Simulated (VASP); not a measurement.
Here is a VASP 6.6.1 calculation.

INCAR

```
SYSTEM = ZnS
PREC     = Accurate       ! precision mode
ENCUT    = 600            ! plane-wave cutoff, eV
EDIFF    = 1E-6           ! SCF threshold, eV
ISMEAR   = -1             ! smearing method
SIGMA    = 0.08           ! smearing width, eV
LREAL    = .FALSE.        ! projectors in reciprocal space
LASPH    = .TRUE.         ! aspherical terms in the spheres
NELM     = 100            ! most SCF steps
ALGO     = Normal         ! electronic algorithm
ISIF     = 3              ! what is computed and relaxed
LWAVE    = .FALSE.        ! write WAVECAR
LCHARG   = .FALSE.        ! write CHGCAR
GGA      = PE             ! functional
IBRION   = 2              ! ionic algorithm
NSW      = 32             ! ionic steps
EDIFFG   = -0.005         ! ionic threshold
PSTRESS  = 1200.0
```

KPOINTS

```
regular mesh
0
G
  14 14 14
  0 0 0
```

Contents of POSCAR:

```
ZnS
1.0
    0.0000000000      2.2792956593      2.2792956593
    2.2792956593      0.0000000000      2.2792956593
    2.2792956593      2.2792956593      0.0000000000
Zn S
1 1
Direct
    0.0000000000      0.0000000000      0.0000000000
    0.2500000000      0.2500000000      0.2500000000
```

Potentials or basis: VASP PAW PBE potentials, release 64 (Zn, S).

Command:

```sh
$ cat potpaw_PBE.64/Zn/POTCAR potpaw_PBE.64/S/POTCAR > POTCAR
$ mpirun -np 1 vasp_std > vasp.out
```

(1) Estimate the space group after relaxing (to 0.05 Å).

(2) Predict the relaxed cell.

(3) What does it give for the relaxed volume?

Answers

(1) F-43m (No. 216).

(2) a = 3.225 Å, b = 3.225 Å, c = 3.225 Å, α = 60.00°, β = 60.00°, γ = 60.00°.

(3) 11.86 Å³/atom.

Caveat: the cell is relaxed towards a set pressure, so the enthalpy falls and the energy may rise.
